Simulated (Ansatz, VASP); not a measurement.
**Ge in VASP and in Ansatz**

INCAR

```
SYSTEM = Ge
  PREC = Accurate
  ENCUT = 520
  EDIFF = 1E-6
  ISMEAR = 0
  SIGMA = 0.15
  LREAL = .FALSE.
  LASPH = .TRUE.
  NELM = 60
  ALGO = Normal
  ISIF = 2
  LWAVE = .FALSE.
  LCHARG = .TRUE.
  GGA = PE
  LELF = .TRUE.
  LVHAR = .TRUE.
  NBANDS = 21
```

KPOINTS

```
regular mesh
0
G
  14 14 14
  0 0 0
```

POSCAR

```
Ge
1.0
    0.0000000000      2.5978949652      3.1164348003
    2.5978949652      0.0000000000      3.1164348003
    2.5978949652      2.5978949652      0.0000000000
Ge
2
Direct
    0.5000000000      0.5000000000      0.5000000000
    0.7500000000      0.7500000000      0.7500000000
```

Input for Ansatz:

```yaml
crystal:
  lattice:
    - [0.0, 2.5978949652, 3.1164348003]
    - [2.5978949652, 0.0, 3.1164348003]
    - [2.5978949652, 2.5978949652, 0.0]
  atoms:
    - { symbol: Ge, position: [0.5, 0.5, 0.5] }
    - { symbol: Ge, position: [0.75, 0.75, 0.75] }
basis:
  ecutwfc: 420
kpoints:
  mp_grid: { grid: [14, 14, 14] }
hamiltonian:
  xc: pbe
scf:
  occupations: { method: gaussian, width: 0.15 }
output:
  forces: true
  stress: true
  eigenvalues: true
  write_density: true
  write_potential: true
  elf: true
  volumetric_format: npy
```

Alike in both runs: task single point; functional PBE; k mesh 14 × 14 × 14; occupations gaussian, width 0.15 eV; no spin polarisation.

```csv
,VASP,Ansatz
version,VASP 6.6.1,Ansatz 0.2.0
potentials or method,"VASP PAW PBE potentials, release 64 (Ge_d), cutoff 520 eV","scalar-relativistic, plane waves, PAW"
valence electrons in the cell,28,28
```

|  | VASP | Ansatz | Ansatz less VASP |
| --- | --- | --- | --- |
| gap on the k mesh at the Fermi level (eV) | none | none | - |
| pressure (GPa) | 9.9 | 10.0 | +0.07 |
| traceless stress, the component that is largest in VASP (GPa) | -10.73 | -10.69 | +0.040 |

A gap of «none» marks a metal or a gap that the smearing closes. The functional is the same, so the differences come from potentials, cutoffs and numerics.
